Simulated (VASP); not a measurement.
Write the native input for VASP 6.6.1 that does the following.

- Task: single point
- Functional: PBE
- Potentials or basis: VASP PAW PBE potentials, release 64 (Ho)
- Cutoff: 520 eV
- k mesh: 8 × 8 × 8
- Occupations: gaussian, width 0.05 eV
- Spin: collinear spin, ferromagnetic start
- Starting moments: [3.72] μB
- Dipole correction: no
- Further INCAR settings: ALGO = Normal; EDIFF = 1e-06; NBANDS = 20

The structure of Ho lies in POSCAR:

```
Ho
1.0
   -2.0607215507      2.0607215507      2.0607215507
    2.0607215507     -2.0607215507      2.0607215507
    2.0607215507      2.0607215507     -2.0607215507
Ho
1
Direct
    0.0000000000      0.0000000000      0.0000000000
```

This isn't the form of Ho at room conditions, which is hcp.

These files were run (other wordings do the same):

INCAR

```
PREC     = Accurate       # precision mode
ENCUT    = 520            # plane-wave cutoff, eV
EDIFF    = 1E-6           # SCF threshold, eV
ISMEAR   = 0              # smearing method
SIGMA    = 0.05           # smearing width, eV
LREAL    = F              # projectors in reciprocal space
LASPH    = T              # aspherical terms in the spheres
NELM     = 150            # most SCF steps
ALGO     = Normal         # electronic algorithm
ISIF     = 2              # what is computed and relaxed
LWAVE    = F              # write WAVECAR
LCHARG   = T              # write CHGCAR
ISPIN    = 2              # spin polarisation
MAGMOM   = 3.72           # initial moments
LORBIT   = 11             # projections on sites
LMAXMIX  = 6              # l up to which the mixer works
GGA      = PE             # functional
LELF     = T              # ELF
LVHAR    = T            
NBANDS   = 20             # bands
```

KPOINTS

```
regular mesh
0
Gamma
  8 8 8
```

Potentials or basis: VASP PAW PBE potentials, release 64 (Ho).

Launch:

```console
$ cat potpaw_PBE.64/Ho/POTCAR > POTCAR
$ mpirun -np 1 vasp_std > vasp.out
```

It gave:

```yaml
Pressure: -0.6 GPa
Net_moment: 3.72 μB per cell
Site_moments: Ho +3.53 μB
Valence_electrons_inside_the_program's_atomic_spheres: Ho 18.51
```

Caveat: the magnetic or orbital state may not be the lowest.

Wall time 43 s on 1 thread of Intel(R) Xeon(R) 6975P-C (Granite Rapids) (shared host), peak memory 0.2 GiB.
